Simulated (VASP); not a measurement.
Crystal: PtS2.

```
Pt S
1.0
     3.54320    0.00000    0.00000
    -1.77160    3.06850    0.00000
     0.00000    0.00000    5.03880
Pt S
1 2
Direct
  0.00000 0.00000 0.00000
  0.66667 0.33333 0.77300
  0.33333 0.66667 0.22700
```

Base run:

```yaml
Program: VASP 6.6.1
Functional: r2SCANh
Potentials_or_basis: VASP PAW PBE potentials, release 64 (Pt, S)
Cutoff: 520 eV
k_mesh: 5 × 5 × 3
Occupations: fermi-dirac, width 0.05 eV
Spin: no spin polarisation
```

Its results: band gap on the k mesh 1.95 eV, indirect (least direct gap 2.14 eV); pressure 7.7 GPa; largest force 1.093 eV/Å.

The run is repeated on the same cell with these changes: functional from r2SCANh to PBE-based screened hybrid. What comes out?

Band gap on the k mesh 1.50 eV, indirect (least direct gap 1.73 eV); pressure 8.3 GPa; largest force 1.014 eV/Å.

Caveats: the PAW data sets were made with another functional, which shifts forces and pressure a little; spin-orbit coupling is left out, which moves the levels of the heavy elements.

A k mesh can miss the band edges.
